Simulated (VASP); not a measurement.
# Pd in VASP: single point with BLYP

Aim: the single point of Pd with BLYP.

All numbers are computed with VASP 6.6.1; they aren't measurements. Logs are shortened: lines on timing, memory, paths and dates and some standing lists are left out, and cuts for length are marked.

### 1 The cell of the first run

The cell holds a single atom in a box, 1 atom: a = 14.000 Å, b = 14.400 Å, c = 14.800 Å, α = 90.00°, β = 90.00°, γ = 90.00°.

### 2 Single point, BLYP, collinear spin, zero start

The input, INCAR:

```
  PREC = Accurate
  ENCUT = 400
  EDIFF = 1E-6
  ISMEAR = -1
  SIGMA = 0.01
  LREAL = False
  LASPH = True
  NELM = 200
  ALGO = Normal
  ISIF = 2
  LWAVE = False
  LCHARG = False
  ISPIN = 2
  MAGMOM = 0.01
  LORBIT = 11
  LMAXMIX = 4
  GGA = B5
  ALDAX = 1.0
  AGGAX = 1.0
  AGGAC = 1.0
  ALDAC = 0.0
  ISYM = 0
  NBANDS = 15
  GGA_COMPAT = False
```

The input, KPOINTS:

```
Automatic mesh
0
Gamma
  1 1 1
```

The input, POSCAR:

```
Pd
1.0
   14.0000000000      0.0000000000      0.0000000000
    0.0000000000     14.4000000000      0.0000000000
    0.0000000000      0.0000000000     14.8000000000
Pd
1
Direct
    0.5000000000      0.5000000000      0.5000000000
```

Potentials or basis: VASP PAW PBE potentials, release 64 (Pd).

Started as:

```console
$ cat potpaw_PBE.64/Pd/POTCAR > POTCAR
$ mpirun -np 1 vasp_gam > vasp.out
```

OUTCAR:

```text
PREC = Accurate
   ENCUT = 400
   EDIFF = 1E-6
   ISMEAR = -1
   LREAL = False
   LASPH = True
   NELM = 200
   ISIF = 2
   ISPIN = 2
   LORBIT = 11
   GGA = B5
   ISYM = 0

 ion  position               nearest neighbor table
   1  0.500  0.500  0.500-

IMPORTANT INFORMATION: All symmetrisations will be switched off!
NOSYMM: (Re-)initialisation of all symmetry stuff for point group C_1.

----------------------------------------------------------------------------------------

                                     Primitive cell

  volume of cell :    2983.6800

  direct lattice vectors                    reciprocal lattice vectors
    14.000000000  0.000000000  0.000000000     0.071428571  0.000000000  0.000000000
     0.000000000 14.400000000  0.000000000     0.000000000  0.069444444  0.000000000
     0.000000000  0.000000000 14.800000000     0.000000000  0.000000000  0.067567568

  length of vectors
    14.000000000 14.400000000 14.800000000     0.071428571  0.069444444  0.067567568

  position of ions in fractional coordinates (direct lattice)
     0.500000000  0.500000000  0.500000000

  ion indices of the primitive-cell ions
   primitive index   ion index
                 1           1

----------------------------------------------------------------------------------------

 KPOINTS: Automatic mesh

Automatic generation of k-mesh.
 Grid dimensions read from file:
 generate k-points for:    1    1    1

 Generating k-lattice:

  Cartesian coordinates                     Fractional coordinates (reciprocal lattice)
     0.071428571  0.000000000  0.000000000     1.000000000  0.000000000  0.000000000
     0.000000000  0.069444444  0.000000000     0.000000000  1.000000000  0.000000000
     0.000000000  0.000000000  0.067567568     0.000000000  0.000000000  1.000000000

  Length of vectors
     0.071428571  0.069444444  0.067567568

  Shift w.r.t. Gamma in fractional coordinates (k-lattice)
     0.000000000  0.000000000  0.000000000

 Subroutine IBZKPT returns following result:
 ===========================================

 Found      1 irreducible k-points:

 Following reciprocal coordinates:
            Coordinates               Weight
  0.000000  0.000000  0.000000      1.000000
   k-points           NKPTS =      1   k-points in BZ     NKDIM =      1   number of bands    NBANDS=     15
   number of dos      NEDOS =    301   number of ions     NIONS =      1
   total plane-waves  NPLWV = 903168
   dimension x,y,z NGX =    96 NGY =   96 NGZ =   98
   dimension x,y,z NGXF=   192 NGYF=  192 NGZF=  196
   ions per type =               1
   NGX,Y,Z   is equivalent  to a cutoff of  11.40, 11.08, 11.01 a.u.
   NGXF,Y,Z  is equivalent  to a cutoff of  22.80, 22.17, 22.02 a.u.
 SYSTEM =  unknown system
   PREC   = accura    normal or accurate (medium, high low for compatibility)
   ISTART =      0    job   : 0-new  1-cont  2-samecut
   ICHARG =      2    charge: 1-file 2-atom 10-const
   ISPIN  =      2    spin polarized calculation?
   LNONCOLLINEAR =      F non collinear calculations
   LSORBIT =      F    spin-orbit coupling
   LASPH  =      T    aspherical Exc in radial PAW
   ENCUT  =  400.0 eV  29.40 Ry    5.42 a.u.  22.83 23.48 24.14*2*pi/ulx,y,z
   NELM   =    200;   NELMIN=  2; NELMDL= -5     # of ELM steps
   EDIFF  = 0.1E-05   stopping-criterion for ELM
   LREAL  =      F    real-space projection
   EDIFFG = 0.1E-04   stopping-criterion for IOM
   NSW    =      0    number of steps for IOM
   IBRION =     -1    ionic relax: 0-MD 1-quasi-New 2-CG
   NFREE  =      0    steps in history (QN), initial steepest desc. (CG)
   ISIF   =      2    stress and relaxation
   ISYM   =      0    0-nonsym 1-usesym 2-fastsym
   POTIM  = 0.5000    time-step for ionic-motion
   TEBEG  =    0.0;   TEEND  =   0.0 temperature during run
   PSTRESS=    0.0 pullay stress
   NELECT =      10.0000    total number of electrons
   NUPDOWN=      -1.0000    fix difference up-down
   EMIN   =  10.00;   EMAX   =-10.00  energy-range for DOS
   EFERMI =   0.00;   METHOD = LEGACY
   ISMEAR =    -1;   SIGMA  =   0.01  broadening in eV -4-tet -1-fermi 0-gaus
   EFERMI_NEDOS =   21; number of points for ismear=-14 and -15
   IALGO  =     38    algorithm
   IMIX   =      4    mixing-type and parameters
     AMIX     =   0.40;   BMIX     =  1.00
     AMIX_MAG =   1.60;   BMIX_MAG =  1.00
  volume/ion in A,a.u.               =    2983.68     20134.87
  Fermi-wavevector in a.u.,A,eV,Ry     =   0.244995  0.462974  0.816657  0.060023
  Thomas-Fermi vector in A             =   1.055438
   LORBIT       =     11    0 simple, 1 ext, 2 COOP (PROOUT), +10 PAW based schemes
   GGA     = B5    functional components
   LHFCALC =     F    Hartree Fock is set to
   AEXX    =    0.0000 exact exchange contribution
   IVDW    =     0    specifies the selected vdW correction
   LEPSILON=     F    determine dielectric tensor
   LRPA    =     F    only Hartree local field effects (RPA)
 spin polarized calculation
  energy-cutoff  :      400.00
  volume of cell :     2983.68
 maximum number of plane-waves:     27122
 NGX is ok and might be reduce to    90
   NGX = 45   NGY = 47   NGZ = 49

 number of electron      10.0000000 magnetization       0.0000009

 number of electron      10.0000000 magnetization      -0.0000010

 Free energy of the ion-electron system (eV)
  ---------------------------------------------------
  ext. energy  EPLUGINS =         0.00000000
  ---------------------------------------------------
  free energy    TOTEN  =        -1.37231891 eV

  energy without entropy =       -1.37231891  energy(sigma->0) =       -1.37231891

 E-fermi :  -3.6694     XC(G=0):  -0.2713

 val. band max:       -3.9235615424   @ k =   0.0000   0.0000   0.0000
 cond. band min:      -3.3494528707   @ k =   0.0000   0.0000   0.0000
 fundamental gap:      0.5741086717
 Fermi energy:        -3.6694090914

 spin component 1

 k-point     1 :       0.0000    0.0000    0.0000
  band No.  band energies     occupation
      1      -3.9239      1.00000
      2      -3.9239      1.00000
      3      -3.9237      1.00000
      4      -3.9237      1.00000
      5      -3.9236      1.00000
      6      -3.3495      0.00000
      7      -0.2176      0.00000
      8      -0.2081      0.00000
      9      -0.2069      0.00000
     10       0.0535      0.00000
     11       0.6912      0.00000
     12       0.7369      0.00000
     13       0.8742      0.00000
     14       0.8842      0.00000
     15       0.9076      0.00000
 Fermi energy:        -3.6694090914

 spin component 2

 k-point     1 :       0.0000    0.0000    0.0000
  band No.  band energies     occupation
      1      -3.9240      1.00000
      2      -3.9239      1.00000
      3      -3.9238      1.00000
      4      -3.9236      1.00000
      5      -3.9236      1.00000
      6      -3.3493      0.00000
      7      -0.2176      0.00000
      8      -0.2074      0.00000
      9      -0.2061      0.00000
     10       0.0545      0.00000
     11       0.6940      0.00000
     12       0.7379      0.00000
     13       0.8747      0.00000
     14       0.8835      0.00000
     15       0.9091      0.00000

------------------------ aborting loop because EDIFF is reached ----------------------------------------

  FORCE on cell =-STRESS in cart. coord.  units (eV):
  Direction    XX          YY          ZZ          XY          YZ          ZX
  --------------------------------------------------------------------------------------
  -------------------------------------------------------------------------------------
  Total       -0.0530491     -0.0526800     -0.0539099      0.0001986     -0.0000801     -0.0001378
  in kB       -0.0284863     -0.0282881     -0.0289486      0.0001066     -0.0000430     -0.0000740
  external PRESSURE =      -0.0285743 kB  Pullay stress =       0.0000000 kB

 VOLUME and BASIS-vectors are now :
 -----------------------------------------------------------------------------
  energy-cutoff  :      400.00
  volume of cell :     2983.68
      direct lattice vectors                 reciprocal lattice vectors
    14.000000000  0.000000000  0.000000000     0.071428571  0.000000000  0.000000000
     0.000000000 14.400000000  0.000000000     0.000000000  0.069444444  0.000000000
     0.000000000  0.000000000 14.800000000     0.000000000  0.000000000  0.067567568

 POSITION                                       TOTAL-FORCE (eV/Angst)
 -----------------------------------------------------------------------------------
      7.00000      7.20000      7.40000         0.000183     -0.000093      0.000017
 -----------------------------------------------------------------------------------
    total drift:                                0.000183     -0.000093      0.000017

  FREE ENERGIE OF THE ION-ELECTRON SYSTEM (eV)
  ---------------------------------------------------
  free  energy   TOTEN  =        -1.3723189082 eV

  energy  without entropy=       -1.3723189082  energy(sigma->0) =       -1.37231891

 total charge

# of ion       s       p       d       tot
------------------------------------------
    1        0.000   0.000   9.146   9.146

 magnetization (x)

# of ion       s       p       d       tot
------------------------------------------
    1        0.000   0.000  -0.000  -0.000
```

It took 5.4 min on 1 thread of Intel Xeon 6975P-C (Granite Rapids), shared host; peak memory 2 GiB.

What came out:

- Free energy: -1.3723 eV
- Pressure: 0.0 GPa
- Band gap on the k mesh: 0.57 eV
- Net moment: 0.00 μB per cell
- Valence electrons inside the program's atomic spheres: Pd 9.15

Caveat: the PAW data sets were made with another functional, which shifts forces and pressure a little.
